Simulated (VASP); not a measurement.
Wanted: the native input for a VASP 6.6.1 run.

```yaml
Task: single point
Functional: PBE
Dispersion: D3(BJ)
Potentials_or_basis: VASP PAW PBE potentials, release 64 (Pt, Se)
Cutoff: 520 eV
k_mesh: 15 × 15 × 10
Occupations: gaussian, width 0.1 eV
Spin: no spin polarisation
Dipole_correction: no
Further_INCAR_settings: ALGO = Normal; EDIFF = 1e-06; NBANDS = 18
```

The structure of PtSe2 lies in POSCAR:

```
PtSe2
1.0
    3.7237386798      0.0000000000      0.0000000000
   -1.8618693399      3.2248522938      0.0000000000
    0.0000000000      0.0000000000      4.5024224932
Pt Se
1 2
Direct
    0.0000000000      0.0000000000      0.0000000000
    0.3333333333      0.6666666667      0.2804692503
    0.6666666667      0.3333333333      0.7195307497
```

These files were run (other wordings do the same):

INCAR

```
SYSTEM = PtSe2
ALGO = Normal ; EDIFF = 1E-6
ENCUT = 520 ; GGA = PE
ISIF = 2 ; ISMEAR = 0
IVDW = 12 ; LASPH = .TRUE.
LCHARG = .FALSE. ; LREAL = .FALSE.
LWAVE = .FALSE. ; NBANDS = 18
NELM = 60 ; PREC = Accurate
SIGMA = 0.1
```

KPOINTS

```
k-points
0
G
  15 15 10
  0 0 0
```

Potentials or basis: VASP PAW PBE potentials, release 64 (Pt, Se).

Command:

```bash
$ cat potpaw_PBE.64/Pt/POTCAR potpaw_PBE.64/Se/POTCAR > POTCAR
$ mpirun -np 1 vasp_std > vasp.out
```

Results of the run:

| Item | Value |
| --- | --- |
| Pressure | 8.4 GPa |
| Largest force | 0.005 eV/Å |
| Band gap on the k mesh | zero (bands 11 and 12 overlap by 0.93 eV) |
| Dispersion energy per atom | -0.540 eV |

Caveat: the cell stands under pressure; spin-orbit coupling is left out, which moves the levels of the heavy elements.

It took 2 min on 1 thread of Intel(R) Xeon(R) Platinum 8375C CPU @ 2.90GHz (Ice Lake) (shared host), peak memory 0.36 GiB.
